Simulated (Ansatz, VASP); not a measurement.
## One calculation of In, two programs

```
In
1.0
    -1.68716    1.72121    2.67247
     1.72121   -1.68716    2.67247
     1.68958    1.68958   -2.65010
In
1
Direct
  0.00000 0.00000 0.00000
```

Alike in both runs: task single point; functional BLYP; k mesh 11 × 11 × 13; occupations fermi-dirac, width 0.1 eV; non-collinear spin, spin-orbit coupling.

|  | VASP | Ansatz |
| --- | --- | --- |
| version | VASP 6.6.1 | Ansatz 0.2.0 |
| potentials or method | VASP PAW PBE potentials, release 64 (In_d), cutoff 520 eV | plane waves (420 eV) with PAW, fully relativistic with spin-orbit coupling |
| valence electrons in the cell | 13 | 13 |

```tsv
	VASP	Ansatz	Ansatz less VASP
net moment per atom (μB)	0.00	0.00	0.000
```

VASP's potentials were made for PBE, not for BLYP. With one functional, cell and mesh, what is left measures potentials, basis and numerics.
